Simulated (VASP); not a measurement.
# CdSe (Fm-3m) in VASP: notebook

CdSe is run at these levels: RPBE, PBE, LDA, PBEsol, PBE+D3(BJ); tasks: relaxation of cell and atoms, single point.

Program: VASP 6.6.1. These are calculated values, not measurements. Logs are shortened: lines on timing, memory, paths and dates and some standing lists are left out, and cuts for length are marked.

### 1 The cell of the first run

It takes space group Fm-3m (No. 225, cubic). Conventional cell: a = 5.748 Å, b = 5.748 Å, c = 5.748 Å, α = 90.00°, β = 90.00°, γ = 90.00°. Cd (site symmetry m-3m) has 6 Se at 2.87 Å within 3.8 Å. Se (site symmetry m-3m) has 6 Cd at 2.87 Å within 3.8 Å.

### 2 Relaxation of cell and atoms, RPBE

The input, INCAR:

```
SYSTEM = CdSe
PREC = Accurate
ENCUT = 600
EDIFF = 1E-6
ISMEAR = -1
SIGMA = 0.05
LREAL = .False.
LASPH = .True.
NELM = 100
ALGO = Normal
ISIF = 3
LWAVE = .False.
LCHARG = .False.
GGA = RP
IBRION = 2
NSW = 60
EDIFFG = -0.01
```

The input, KPOINTS:

```
Automatic mesh
0
Gamma
  8 8 8
  0 0 0
```

The input, POSCAR:

```
CdSe
1.0
    0.0000000000      2.8739580000      2.8739580000
    2.8739580000      0.0000000000      2.8739580000
    2.8739580000      2.8739580000      0.0000000000
Cd Se
1 1
Direct
    0.0000000000      0.0000000000      0.0000000000
    0.5000000000      0.5000000000      0.5000000000
```

Potentials or basis: VASP PAW PBE potentials, release 64 (Cd, Se).

The run is started by

```sh
cat potpaw_PBE.64/Cd/POTCAR potpaw_PBE.64/Se/POTCAR > POTCAR
mpirun -np 1 vasp_std > vasp.out
```

OUTCAR:

```text
SYSTEM = CdSe
   PREC = Accurate
   ENCUT = 600
   EDIFF = 1E-6
   ISMEAR = -1
   LREAL = .False.
   LASPH = .True.
   NELM = 100
   ISIF = 3
   GGA = RP
   IBRION = 2
   NSW = 60
   EDIFFG = -0.01

 ion  position               nearest neighbor table
   1  0.000  0.000  0.000-   2 2.87   2 2.87   2 2.87   2 2.87   2 2.87   2 2.87
   2  0.500  0.500  0.500-   1 2.87   1 2.87   1 2.87   1 2.87   1 2.87   1 2.87

  LATTYP: Found a face centered cubic cell.
 ALAT       =     5.7479160000

  Lattice vectors:

 A1 = (   0.0000000000,   2.8739580000,   2.8739580000)
 A2 = (   2.8739580000,   0.0000000000,   2.8739580000)
 A3 = (   2.8739580000,   2.8739580000,   0.0000000000)

Analysis of symmetry for initial positions (statically):
=====================================================================
 Subroutine PRICEL returns:
 Original cell was already a primitive cell.

 Routine SETGRP: Setting up the symmetry group for a
 face centered cubic supercell.

 Subroutine GETGRP returns: Found 48 space group operations
 (whereof 48 operations were pure point group operations)
 out of a pool of 48 trial point group operations.

The static configuration has the point symmetry O_h .

Analysis of symmetry for dynamics (positions and initial velocities):
=====================================================================
 Subroutine PRICEL returns:
 Original cell was already a primitive cell.

 Routine SETGRP: Setting up the symmetry group for a
 face centered cubic supercell.

 Subroutine GETGRP returns: Found 48 space group operations
 (whereof 48 operations were pure point group operations)
 out of a pool of 48 trial point group operations.

The dynamic configuration has the point symmetry O_h .

 Subroutine INISYM returns: Found 48 space group operations
 (whereof 48 operations are pure point group operations),
 and found     1 'primitive' translations

----------------------------------------------------------------------------------------

                                     Primitive cell

  volume of cell :      47.4757

  direct lattice vectors                    reciprocal lattice vectors
     0.000000000  2.873958000  2.873958000    -0.173976098  0.173976098  0.173976098
     2.873958000  0.000000000  2.873958000     0.173976098 -0.173976098  0.173976098
     2.873958000  2.873958000  0.000000000     0.173976098  0.173976098 -0.173976098

  length of vectors
     4.064390381  4.064390381  4.064390381     0.301335442  0.301335442  0.301335442

  position of ions in fractional coordinates (direct lattice)
     0.000000000  0.000000000  0.000000000
     0.500000000  0.500000000  0.500000000

  ion indices of the primitive-cell ions
   primitive index   ion index
                 1           1
                 2           2

----------------------------------------------------------------------------------------

 KPOINTS: Automatic mesh

Automatic generation of k-mesh.
 Grid dimensions read from file:
 generate k-points for:    8    8    8

 Generating k-lattice:

  Cartesian coordinates                     Fractional coordinates (reciprocal lattice)
    -0.021747012  0.021747012  0.021747012     0.125000000  0.000000000  0.000000000
     0.021747012 -0.021747012  0.021747012     0.000000000  0.125000000  0.000000000
     0.021747012  0.021747012 -0.021747012     0.000000000  0.000000000  0.125000000

  Length of vectors
     0.037666930  0.037666930  0.037666930

  Shift w.r.t. Gamma in fractional coordinates (k-lattice)
     0.000000000  0.000000000  0.000000000

 Subroutine IBZKPT returns following result:
 ===========================================

 Found     29 irreducible k-points:

 Following reciprocal coordinates:
            Coordinates               Weight
  0.000000  0.000000  0.000000      1.000000
  0.125000  0.000000  0.000000      8.000000
  0.250000  0.000000  0.000000      8.000000
  0.375000  0.000000  0.000000      8.000000
  0.500000  0.000000  0.000000      4.000000
  0.125000  0.125000  0.000000      6.000000
[... 16 lines left out ...]
  0.500000  0.250000  0.125000     48.000000
 -0.375000  0.250000  0.125000     24.000000
 [... further k-points ...]
   k-points           NKPTS =     29   k-points in BZ     NKDIM =     29   number of bands    NBANDS=     13
   number of dos      NEDOS =    301   number of ions     NIONS =      2
   total plane-waves  NPLWV =  32768
   dimension x,y,z NGX =    32 NGY =   32 NGZ =   32
   dimension x,y,z NGXF=    64 NGYF=   64 NGZF=   64
   ions per type =               1   1
   NGX,Y,Z   is equivalent  to a cutoff of  13.09, 13.09, 13.09 a.u.
   NGXF,Y,Z  is equivalent  to a cutoff of  26.18, 26.18, 26.18 a.u.
 SYSTEM =  CdSe
   PREC   = accura    normal or accurate (medium, high low for compatibility)
   ISTART =      0    job   : 0-new  1-cont  2-samecut
   ICHARG =      2    charge: 1-file 2-atom 10-const
   ISPIN  =      1    spin polarized calculation?
   LNONCOLLINEAR =      F non collinear calculations
   LSORBIT =      F    spin-orbit coupling
   LASPH  =      T    aspherical Exc in radial PAW
   ENCUT  =  600.0 eV  44.10 Ry    6.64 a.u.   8.12  8.12  8.12*2*pi/ulx,y,z
   NELM   =    100;   NELMIN=  2; NELMDL= -5     # of ELM steps
   EDIFF  = 0.1E-05   stopping-criterion for ELM
   LREAL  =      F    real-space projection
   EDIFFG = -.1E-01   stopping-criterion for IOM
   NSW    =     60    number of steps for IOM
   IBRION =      2    ionic relax: 0-MD 1-quasi-New 2-CG
   NFREE  =      1    steps in history (QN), initial steepest desc. (CG)
   ISIF   =      3    stress and relaxation
   ISYM   =      2    0-nonsym 1-usesym 2-fastsym
   POTIM  = 0.5000    time-step for ionic-motion
   TEBEG  =    0.0;   TEEND  =   0.0 temperature during run
   PSTRESS=    0.0 pullay stress
   NELECT =      18.0000    total number of electrons
   NUPDOWN=      -1.0000    fix difference up-down
   EMIN   =  10.00;   EMAX   =-10.00  energy-range for DOS
   EFERMI =   0.00;   METHOD = LEGACY
   ISMEAR =    -1;   SIGMA  =   0.05  broadening in eV -4-tet -1-fermi 0-gaus
   EFERMI_NEDOS =   21; number of points for ismear=-14 and -15
   IALGO  =     38    algorithm
   IMIX   =      4    mixing-type and parameters
     AMIX     =   0.40;   BMIX     =  1.00
     AMIX_MAG =   1.60;   BMIX_MAG =  1.00
  volume/ion in A,a.u.               =      23.74       160.19
  Fermi-wavevector in a.u.,A,eV,Ry     =   1.184882  2.239103 19.101849  1.403946
  Thomas-Fermi vector in A             =   2.321088
   LORBIT       =      0    0 simple, 1 ext, 2 COOP (PROOUT), +10 PAW based schemes
   GGA     = RP    functional components
   LHFCALC =     F    Hartree Fock is set to
   AEXX    =    0.0000 exact exchange contribution
   IVDW    =     0    specifies the selected vdW correction
   LEPSILON=     F    determine dielectric tensor
   LRPA    =     F    only Hartree local field effects (RPA)
 conjugate gradient relaxation of ions
 non-spin polarized calculation
  energy-cutoff  :      600.00
  volume of cell :       47.48
 maximum number of plane-waves:      1604
   NGX = 17   NGY = 17   NGZ = 17

--------------------------------------- Ionic step        1  -------------------------------------------

 number of electron      17.9999995 magnetization

 Free energy of the ion-electron system (eV)
  ---------------------------------------------------
  ext. energy  EPLUGINS =         0.00000000
  ---------------------------------------------------
  free energy    TOTEN  =        -4.48456821 eV

  energy without entropy =       -4.48219034  energy(sigma->0) =       -4.48337927

------------------------ aborting loop because EDIFF is reached ----------------------------------------

  FORCE on cell =-STRESS in cart. coord.  units (eV):
  Direction    XX          YY          ZZ          XY          YZ          ZX
  --------------------------------------------------------------------------------------
  -------------------------------------------------------------------------------------
  Total        0.6499310      0.6499310      0.6499310     -0.0000000      0.0000000      0.0000000
  in kB       21.9334310     21.9334310     21.9334310     -0.0000000      0.0000000      0.0000000
  external PRESSURE =      21.9334310 kB  Pullay stress =       0.0000000 kB
[... 57 lines left out ...]
  energy  without entropy=       -4.4933384382  energy(sigma->0) =       -4.49473866

--------------------------------------- Ionic step        3  -------------------------------------------

 number of electron      18.0000005 magnetization

 Free energy of the ion-electron system (eV)
  ---------------------------------------------------
  ext. energy  EPLUGINS =         0.00000000
  ---------------------------------------------------
  free energy    TOTEN  =        -4.49669816 eV

  energy without entropy =       -4.49395650  energy(sigma->0) =       -4.49532733

 E-fermi :   2.1386     XC(G=0):  -9.6676

 val. band max:        2.1213367442   @ k =   0.0000   0.0000   0.0000
 cond. band min:       2.5105754348   @ k =   0.3750   0.3750   0.0000
 fundamental gap:      0.3892386906
 Fermi energy:         2.1385656084

 k-point     1 :       0.0000    0.0000    0.0000
  band No.  band energies     occupation
      1     -10.5716      2.00000
      2      -5.8230      2.00000
      3      -5.8230      2.00000
      4      -5.8102      2.00000
      5      -5.8102      2.00000
      6      -5.8102      2.00000
      7       1.5068      1.99999
      8       1.5068      1.99999
      9       1.5068      1.99999
     10       2.1213      1.17060
     11      10.6896      0.00000
     12      10.6896      0.00000
     13      10.6896      0.00000
[... 353 lines left out ...]
 k-point    24 :      -0.3750    0.2500    0.1250
  band No.  band energies     occupation
      1      -9.7624      2.00000
      2      -5.9567      2.00000
      3      -5.8438      2.00000
      4      -5.8294      2.00000
      5      -5.6822      2.00000
      6      -5.6257      2.00000
      7      -2.2105      2.00000
      8       0.2938      2.00000
      9       1.1186      2.00000
     10       5.3077      0.00000
     11       6.6888      0.00000
     12       8.8803      0.00000
     13       9.7637      0.00000

 [... further k-points ...]

------------------------ aborting loop because EDIFF is reached ----------------------------------------

  FORCE on cell =-STRESS in cart. coord.  units (eV):
  Direction    XX          YY          ZZ          XY          YZ          ZX
  --------------------------------------------------------------------------------------
  -------------------------------------------------------------------------------------
  Total        0.0056665      0.0056665      0.0056665     -0.0000000      0.0000000      0.0000000
  in kB        0.1840729      0.1840729      0.1840729     -0.0000000      0.0000000      0.0000000
  external PRESSURE =       0.1840729 kB  Pullay stress =       0.0000000 kB
[... 17 lines left out ...]
  FREE ENERGIE OF THE ION-ELECTRON SYSTEM (eV)
  ---------------------------------------------------
  free  energy   TOTEN  =        -4.4966981618 eV

  energy  without entropy=       -4.4939564973  energy(sigma->0) =       -4.49532733

 reached required accuracy - stopping structural energy minimisation
```

Wall time 52 s (1 thread of AMD EPYC 7R13, shared host); peak memory 0.17 GiB.

Results:

* Free energy: -4.4967 eV
* Relaxed volume: 24.66 Å³/atom
* Relaxed cell: a = 4.116 Å, b = 4.116 Å, c = 4.116 Å, α = 60.00°, β = 60.00°, γ = 60.00°
* Space group after relaxing (to 0.1 Å): Fm-3m (No. 225)
* Energy gained by relaxing: 6.1 meV/atom
* Ionic steps: 3
* Pressure after relaxing: 0.0 GPa
* Band gap on the k mesh: zero (bands 9 and 10 overlap by 0.32 eV)

Step by step:
| step | energy change (eV) | largest force (eV/Å) | pressure (GPa) | volume (Å³) |
| --- | --- | --- | --- | --- |
| 1 | 0.0000 | 0.0000 | 2.19 | 47.48 |
| 2 | -0.0116 | 0.0000 | -0.43 | 49.74 |
| 3 | -0.0121 | 0.0000 | 0.02 | 49.32 |

Final structure:
```yaml
crystal:
  lattice:
    - [0.00000, 2.91073, 2.91073]
    - [2.91073, 0.00000, 2.91073]
    - [2.91073, 2.91073, 0.00000]
  atoms:
    - { symbol: Cd, position: [0.00000, 0.00000, 0.00000] }
    - { symbol: Se, position: [0.50000, 0.50000, 0.50000] }
```

Caveat: semilocal functionals underestimate gaps, so a narrow gap can read as zero; the PAW data sets were made with another functional, which shifts forces and pressure a little.

### 3 Single point, PBE, non-collinear spin, zero start, spin-orbit coupling

The input, INCAR:

```
SYSTEM = CdSe
PREC = Accurate ; ENCUT = 520
EDIFF = 1E-7 ; ISMEAR = -1
SIGMA = 0.05 ; LREAL = .FALSE.
LASPH = .TRUE. ; NELM = 150
ALGO = Normal ; ISIF = 2
LWAVE = .FALSE. ; LCHARG = .FALSE.
MAGMOM = 0 0 0 0 0 0 ; LORBIT = 11
LSORBIT = .TRUE. ; GGA_COMPAT = .FALSE.
LORBMOM = .TRUE. ; GGA = PE
NBANDS = 30
```

The input, KPOINTS:

```
regular mesh
0
G
  6 6 6
  0 0 0
```

POSCAR is that of step 2.

Potentials or basis: VASP PAW PBE potentials, release 64 (Cd, Se).

The run is started by

```sh
cat potpaw_PBE.64/Cd/POTCAR potpaw_PBE.64/Se/POTCAR > POTCAR
mpirun -np 1 vasp_ncl > vasp.out
```

OUTCAR:

```text
SYSTEM = CdSe
   PREC = Accurate
   ENCUT = 520
   EDIFF = 1E-7
   ISMEAR = -1
   LREAL = .FALSE.
   LASPH = .TRUE.
   NELM = 150
   ISIF = 2
   LORBIT = 11
   LSORBIT = .TRUE.
   GGA = PE

 ion  position               nearest neighbor table
   1  0.000  0.000  0.000-   2 2.87   2 2.87   2 2.87   2 2.87   2 2.87   2 2.87
   2  0.500  0.500  0.500-   1 2.87   1 2.87   1 2.87   1 2.87   1 2.87   1 2.87

  LATTYP: Found a face centered cubic cell.
 ALAT       =     5.7479160000

  Lattice vectors:

 A1 = (   0.0000000000,   2.8739580000,   2.8739580000)
 A2 = (   2.8739580000,   0.0000000000,   2.8739580000)
 A3 = (   2.8739580000,   2.8739580000,   0.0000000000)

Analysis of symmetry for initial positions (statically):
=====================================================================
 Subroutine PRICEL returns:
 Original cell was already a primitive cell.

 Routine SETGRP: Setting up the symmetry group for a
 face centered cubic supercell.

 Subroutine GETGRP returns: Found 48 space group operations
 (whereof 48 operations were pure point group operations)
 out of a pool of 48 trial point group operations.

The static configuration has the point symmetry O_h .

Analysis of symmetry for dynamics (positions and initial velocities):
[... 777 lines left out ...]
     0.0000000     0.0000000     0.0000000     0.0000000     0.0000000     0.0000000     0.0000000
     0.0000000     0.0000000     0.0000000     0.0000000     0.0000000     0.0000000     0.0000000
     0.0000000     0.0000000     0.0000000     0.0000000     0.0000000     0.0000000     0.0000000
     0.0000000     0.0000000     0.0000000     0.0000000     0.0000000     0.0000000     0.0000000

 Ion:    2  E_soc:     -0.0441721
 l=   1
     0.0000000    -0.0073569    -0.0073569
    -0.0073569     0.0000000    -0.0073569
    -0.0073569    -0.0073569     0.0000000
 l=   2
     0.0000000    -0.0000004     0.0000000    -0.0000004    -0.0000047
    -0.0000004     0.0000000    -0.0000035    -0.0000004    -0.0000012
     0.0000000    -0.0000035     0.0000000    -0.0000035     0.0000000
    -0.0000004    -0.0000004    -0.0000035     0.0000000    -0.0000012
    -0.0000047    -0.0000012     0.0000000    -0.0000012     0.0000000
 l=   3
     0.0000000     0.0000000     0.0000000     0.0000000     0.0000000     0.0000000     0.0000000
     0.0000000     0.0000000     0.0000000     0.0000000     0.0000000     0.0000000     0.0000000
     0.0000000     0.0000000     0.0000000     0.0000000     0.0000000     0.0000000     0.0000000
     0.0000000     0.0000000     0.0000000     0.0000000     0.0000000     0.0000000     0.0000000
     0.0000000     0.0000000     0.0000000     0.0000000     0.0000000     0.0000000     0.0000000
     0.0000000     0.0000000     0.0000000     0.0000000     0.0000000     0.0000000     0.0000000
     0.0000000     0.0000000     0.0000000     0.0000000     0.0000000     0.0000000     0.0000000

 total charge

# of ion       s       p       d       tot
------------------------------------------
    1        0.404   0.229   9.568  10.201
    2        1.463   2.341   0.018   3.822
--------------------------------------------------
tot          1.867   2.570   9.586  14.023

 magnetization (x)

# of ion       s       p       d       tot
------------------------------------------
    1        0.000   0.000   0.000   0.000
    2       -0.000   0.000   0.000  -0.000
--------------------------------------------------
tot          0.000   0.000   0.000   0.000

 magnetization (y)

# of ion       s       p       d       tot
------------------------------------------
    1       -0.000   0.000   0.000  -0.000
    2        0.000   0.000   0.000   0.000
--------------------------------------------------
tot         -0.000   0.000   0.000  -0.000

 magnetization (z)

# of ion       s       p       d       tot
------------------------------------------
    1        0.000   0.000   0.000   0.000
    2        0.000   0.000   0.000   0.000
--------------------------------------------------
tot          0.000   0.000   0.000   0.000
```

stdout:

```text
POSCAR found type information on POSCAR CdSe
 POSCAR found :  2 types and       2 ions
 scaLAPACK will be used
 LDA part: xc-table for (Slater+PW92), standard interpolation
 POSCAR, INCAR and KPOINTS ok, starting setup
 FFT: planning ... GRIDC
 FFT: planning ... GRID_SOFT
 FFT: planning ... GRID
 WAVECAR not read
 entering main loop
```

Run time: 84 s. Hardware: 1 thread of AMD EPYC 7R13, shared host; peak memory 0.25 GiB.

What came out:

```
Free energy                                           : -5.2514 eV
Pressure                                              : 0.1 GPa
Net moment                                            : 0.00 μB per cell
Valence electrons inside the program's atomic spheres : Cd 10.20; Se 3.82
```

Moments on the atoms (μB; x, y, z):
```
Cd  0.00 0.00 0.00
Se  0.00 0.00 0.00
```

### 4 Single point, LDA, non-collinear spin, zero start, spin-orbit coupling

The input, INCAR:

```
SYSTEM = CdSe
PREC = Accurate
ENCUT = 520
EDIFF = 1E-6
ISMEAR = -1
SIGMA = 0.05
LREAL = .FALSE.
LASPH = .TRUE.
NELM = 150
ALGO = Normal
ISIF = 2
LWAVE = .FALSE.
LCHARG = .FALSE.
MAGMOM = 0 0 0 0 0 0
LORBIT = 11
LSORBIT = .TRUE.
GGA_COMPAT = .FALSE.
LORBMOM = .TRUE.
GGA = CA
NBANDS = 30
```

The input, KPOINTS:

```
Automatic mesh
0
G
  6 6 6
  0 0 0
```

POSCAR is that of step 3.

Potentials or basis: VASP PAW LDA potentials, release 64 (Cd, Se).

The run is started by

```sh
cat potpaw_LDA.64/Cd/POTCAR potpaw_LDA.64/Se/POTCAR > POTCAR
mpirun -np 1 vasp_ncl > vasp.out
```

It took 72 s on 1 thread of AMD EPYC 7R13, shared host; peak memory 0.21 GiB.

It converged, with:

```
Free energy                                           : -6.5751 eV
Pressure                                              : -5.5 GPa
Net moment                                            : 0.00 μB per cell
Valence electrons inside the program's atomic spheres : Cd 10.21; Se 3.81
```

Moments on the atoms (μB; x, y, z):
```
Cd  0.00 0.00 0.00
Se  0.00 0.00 0.00
```

Caveat: the cell stands under tension.

(Continued in part 2 of 2.)
